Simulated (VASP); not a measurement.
Write the native input for VASP 6.6.1 that does the following.

```
Task                   : single point
Functional             : LDA
Potentials or basis    : VASP PAW LDA potentials, release 64 (K_sv, Br)
Cutoff                 : 500 eV
k mesh                 : 3 × 3 × 3
Occupations            : gaussian, width 0.01 eV
Spin                   : no spin polarisation
Dipole correction      : no
Further INCAR settings : ALGO = Normal; EDIFF = 1e-06; NBANDS = 15
```

The structure of KBr lies in POSCAR:

```
KBr
1.0
    0.0000000000      3.3000000000      3.3000000000
    3.3000000000      0.0000000000      3.3000000000
    3.3000000000      3.3000000000      0.0000000000
K Br
1 1
Direct
    0.0000000000      0.0000000000      0.0000000000
    0.5000000000      0.5000000000      0.5000000000
```

The input as run:

INCAR

```
PREC = Accurate ; ENCUT = 500
EDIFF = 1E-6 ; ISMEAR = 0
SIGMA = 0.01 ; LREAL = False
LASPH = True ; NELM = 120
ALGO = Normal ; ISIF = 2
LWAVE = False ; LCHARG = False
NBANDS = 15 ; GGA_COMPAT = False
```

KPOINTS

```
Automatic mesh
0
Gamma
  3 3 3
```

Potentials or basis: VASP PAW LDA potentials, release 64 (K_sv, Br).

The run is started by

```console
$ cat potpaw_LDA.64/K_sv/POTCAR potpaw_LDA.64/Br/POTCAR > POTCAR
$ mpirun -np 1 vasp_std > vasp.out
```

It gave:

The pressure is -1.5 GPa. The band gap on the k mesh is 4.03 eV.

Caveat: the k points lie up to 0.55 Å⁻¹ apart.

Wall time 6.1 s on 1 thread of AMD EPYC 9R14 (Zen 4), with other jobs on the host, peak memory 0.13 GiB.
